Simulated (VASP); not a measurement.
# Ba (P6/mmm) in VASP: single point with PBE+D3(BJ)

Aim: the single point of Ba with PBE+D3(BJ).

All numbers are computed with VASP 6.6.1; they aren't measurements. Logs are shortened: lines on timing, memory, paths and dates and some standing lists are left out, and cuts for length are marked.

## 1. The cell of the first run

Symmetry: P6/mmm, No. 191, hexagonal system. Conventional cell: a = 4.176 Å, b = 4.176 Å, c = 3.875 Å, α = 90.00°, β = 90.00°, γ = 120.00°. Ba (site symmetry 6/mmm) has 8 Ba at 3.88 to 4.18 Å within 5.1 Å.

This isn't the form of Ba at room conditions, which is bcc.

## 2. Single point, PBE+D3(BJ)

INCAR reads:

```
PREC     = Accurate       # precision mode
ENCUT    = 520            # plane-wave cutoff, eV
EDIFF    = 1E-6           # SCF threshold, eV
ISMEAR   = -1             # smearing method
SIGMA    = 0.15           # smearing width, eV
LREAL    = False          # projectors in reciprocal space
LASPH    = True           # aspherical terms in the spheres
NELM     = 60             # most SCF steps
ALGO     = Fast           # electronic algorithm
ISIF     = 2              # what is computed and relaxed
LWAVE    = False          # write WAVECAR
LCHARG   = False          # write CHGCAR
GGA      = PE             # functional
IVDW     = 12             # dispersion correction
NBANDS   = 11             # bands
```

KPOINTS reads:

```
regular mesh
0
Gamma
  12 12 12
```

POSCAR reads:

```
Ba
1.0
    2.0880431767     -3.6167282612      0.0000000000
    2.0880431767      3.6167282612      0.0000000000
    0.0000000000      0.0000000000      3.8752683767
Ba
1
Direct
    0.0000000000      0.0000000000      0.0000000000
```

Potentials or basis: VASP PAW PBE potentials, release 64 (Ba_sv).

On the command line:

```sh
cat potpaw_PBE.64/Ba_sv/POTCAR > POTCAR
mpirun -np 1 vasp_std > vasp.out
```

OUTCAR:

```text
PREC = Accurate
   ENCUT = 520
   EDIFF = 1E-6
   ISMEAR = -1
   LREAL = False
   LASPH = True
   NELM = 60
   ISIF = 2
   GGA = PE
   IVDW = 12
 IVDW          = 12

 ion  position               nearest neighbor table
   1  0.000  0.000  0.000-

  LATTYP: Found a base centered orthorhombic cell.
 ALAT       =     4.1760863534
 B/A-ratio  =     1.7321137329
 C/A-ratio  =     0.9279665334

  Lattice vectors:

 A1 = (   2.0880431767,  -3.6167282612,   0.0000000000)
 A2 = (   2.0880431767,   3.6167282612,   0.0000000000)
 A3 = (   0.0000000000,   0.0000000000,   3.8752683767)

Analysis of symmetry for initial positions (statically):
=====================================================================
 Subroutine PRICEL returns:
 Original cell was already a primitive cell.

 Routine SETGRP: Setting up the symmetry group for a
 base centered orthorhombic supercell.

 Subroutine GETGRP returns: Found  8 space group operations
 (whereof  8 operations were pure point group operations)
 out of a pool of  8 trial point group operations.

The static configuration has the point symmetry D_2h.

Analysis of symmetry for dynamics (positions and initial velocities):
=====================================================================
 Subroutine PRICEL returns:
 Original cell was already a primitive cell.

 Routine SETGRP: Setting up the symmetry group for a
 base centered orthorhombic supercell.

 Subroutine GETGRP returns: Found  8 space group operations
 (whereof  8 operations were pure point group operations)
 out of a pool of  8 trial point group operations.

The dynamic configuration has the point symmetry D_2h.

 Subroutine INISYM returns: Found  8 space group operations
 (whereof  8 operations are pure point group operations),
 and found     1 'primitive' translations

----------------------------------------------------------------------------------------

                                     Primitive cell

  volume of cell :      58.5312

  direct lattice vectors                    reciprocal lattice vectors
     2.088043177 -3.616728261  0.000000000     0.239458650 -0.138246493  0.000000000
     2.088043177  3.616728261  0.000000000     0.239458650  0.138246493  0.000000000
     0.000000000  0.000000000  3.875268377     0.000000000  0.000000000  0.258046644

  length of vectors
     4.176200142  4.176200142  3.875268377     0.276500521  0.276500521  0.258046644
[... 83 lines left out ...]
   IBRION =     -1    ionic relax: 0-MD 1-quasi-New 2-CG
   NFREE  =      0    steps in history (QN), initial steepest desc. (CG)
   ISIF   =      2    stress and relaxation
   ISYM   =      2    0-nonsym 1-usesym 2-fastsym
   POTIM  = 0.5000    time-step for ionic-motion
   TEBEG  =    0.0;   TEEND  =   0.0 temperature during run
   PSTRESS=    0.0 pullay stress
   NELECT =      10.0000    total number of electrons
   NUPDOWN=      -1.0000    fix difference up-down
   EMIN   =  10.00;   EMAX   =-10.00  energy-range for DOS
   EFERMI =   0.00;   METHOD = LEGACY
   ISMEAR =    -1;   SIGMA  =   0.15  broadening in eV -4-tet -1-fermi 0-gaus
   EFERMI_NEDOS =   21; number of points for ismear=-14 and -15
   IALGO  =     68    algorithm
   IMIX   =      4    mixing-type and parameters
     AMIX     =   0.40;   BMIX     =  1.00
     AMIX_MAG =   1.60;   BMIX_MAG =  1.00
  volume/ion in A,a.u.               =      58.53       394.99
  Fermi-wavevector in a.u.,A,eV,Ry     =   0.908404  1.716635 11.227502  0.825198
  Thomas-Fermi vector in A             =   2.032326
   LORBIT       =      0    0 simple, 1 ext, 2 COOP (PROOUT), +10 PAW based schemes
   GGA     = PE    functional components
   LHFCALC =     F    Hartree Fock is set to
   AEXX    =    0.0000 exact exchange contribution
   IVDW    =    12    specifies the selected vdW correction
   LEPSILON=     F    determine dielectric tensor
   LRPA    =     F    only Hartree local field effects (RPA)
 non-spin polarized calculation
 RMM-DIIS sequential band-by-band and
  energy-cutoff  :      520.00
  volume of cell :       58.53
 maximum number of plane-waves:      1605
   NGX = 15   NGY = 15   NGZ = 15

 number of electron      10.0000001 magnetization

 Free energy of the ion-electron system (eV)
  ---------------------------------------------------
  ext. energy  EPLUGINS =         0.00000000
  ---------------------------------------------------
  free energy    TOTEN  =        -1.76928323 eV

  energy without entropy =       -1.65646175  energy(sigma->0) =       -1.71287249

 E-fermi :   1.8960     XC(G=0):  -7.6355

 val. band max:        1.8925320634   @ k =   0.4167   0.3333   0.0000
 cond. band min:       1.9084054571   @ k =   0.4167   0.0833   0.3333
 fundamental gap:      0.0158733937
 Fermi energy:         1.8960352537

 k-point     1 :       0.0000    0.0000    0.0000
  band No.  band energies     occupation
      1     -27.0725      2.00000
      2     -11.9341      2.00000
      3     -11.9341      2.00000
      4     -11.8787      2.00000
      5      -0.8141      2.00000
      6       1.9984      0.67147
      7       3.7083      0.00001
      8       3.7087      0.00001
      9       7.0879      0.00000
     10       7.0880      0.00000
     11       8.2067      0.00000
[... 309 lines left out ...]
 k-point    24 :      -0.4167    0.1667    0.0000
  band No.  band energies     occupation
      1     -27.0200      2.00000
      2     -12.4302      2.00000
      3     -12.1276      2.00000
      4     -11.8171      2.00000
      5       1.0273      1.99391
      6       2.2417      0.18152
      7       2.7826      0.00541
      8       5.2298      0.00000
      9       5.9533      0.00000
     10       6.3522      0.00000
     11       8.4312      0.00000

 [... further k-points ...]

------------------------ aborting loop because EDIFF is reached ----------------------------------------

 Edisp (eV)   -0.21652

 E8    (eV) :    -0.1253

  FORCE on cell =-STRESS in cart. coord.  units (eV):
  Direction    XX          YY          ZZ          XY          YZ          ZX
  --------------------------------------------------------------------------------------
  -------------------------------------------------------------------------------------
  Total       0.04226     0.04204     0.06086     0.00000     0.00000     0.00000
  in kB       1.15687     1.15068     1.66592     0.00000     0.00000     0.00000
  external pressure =        1.32 kB  Pullay stress =        0.00 kB

 VOLUME and BASIS-vectors are now :
 -----------------------------------------------------------------------------
  energy-cutoff  :      520.00
  volume of cell :       58.53
      direct lattice vectors                 reciprocal lattice vectors
     2.088043177 -3.616728261  0.000000000     0.239458650 -0.138246493  0.000000000
     2.088043177  3.616728261  0.000000000     0.239458650  0.138246493  0.000000000
     0.000000000  0.000000000  3.875268377     0.000000000  0.000000000  0.258046644

 POSITION                                       TOTAL-FORCE (eV/Angst)
 -----------------------------------------------------------------------------------
      0.00000      0.00000      0.00000        -0.000000      0.000000      0.000000
 -----------------------------------------------------------------------------------
    total drift:                               -0.000000      0.000000     -0.000000

  FREE ENERGIE OF THE ION-ELECTRON SYSTEM (eV)
  ---------------------------------------------------
  free  energy   TOTEN  =        -1.9857989754 eV

  energy  without entropy=       -1.8729774901  energy(sigma->0) =       -1.92938823
```

OSZICAR:

```text
N       E                     dE             d eps       ncg     rms          rms(c)
DAV:   1     0.535807881834E+02    0.53581E+02   -0.43189E+03  6622   0.756E+02
DAV:   2     0.827545668518E+00   -0.52753E+02   -0.51285E+02  7940   0.138E+02
DAV:   3    -0.169716591993E+01   -0.25247E+01   -0.25070E+01  8516   0.305E+01
DAV:   4    -0.176821548006E+01   -0.71050E-01   -0.70905E-01  8429   0.481E+00
DAV:   5    -0.177056205926E+01   -0.23466E-02   -0.23463E-02  9082   0.680E-01    0.193E+00
RMM:   6    -0.176882958614E+01    0.17325E-02   -0.43434E-03  7268   0.647E-01    0.115E+00
RMM:   7    -0.176878718961E+01    0.42397E-04   -0.13028E-02  8374   0.116E+00    0.615E-02
RMM:   8    -0.176923948124E+01   -0.45229E-03   -0.19733E-03  9200   0.287E-01    0.111E-02
RMM:   9    -0.176927834376E+01   -0.38863E-04   -0.28671E-04 10122   0.914E-02    0.129E-02
RMM:  10    -0.176928092561E+01   -0.25819E-05   -0.38418E-05 10133   0.318E-02    0.788E-03
RMM:  11    -0.176928305467E+01   -0.21291E-05   -0.10705E-05  9553   0.229E-02    0.165E-03
RMM:  12    -0.176928323077E+01   -0.17609E-06   -0.33831E-06  7530   0.930E-03
   1 F= -.19857990E+01 E0= -.19293882E+01  d E =-.112821E+00
```

It took 99 s on 1 thread of Intel Xeon Platinum 8375C at 2.90GHz (Ice Lake), shared host; peak memory 0.33 GiB.

Results:

* Free energy: -1.9858 eV
* Pressure: 0.1 GPa
* Band gap on the k mesh: zero (bands 5 and 6 overlap by 0.65 eV)
* Dispersion energy per atom: -0.217 eV

Caveat: spin-orbit coupling is left out, which moves the levels of the heavy elements.
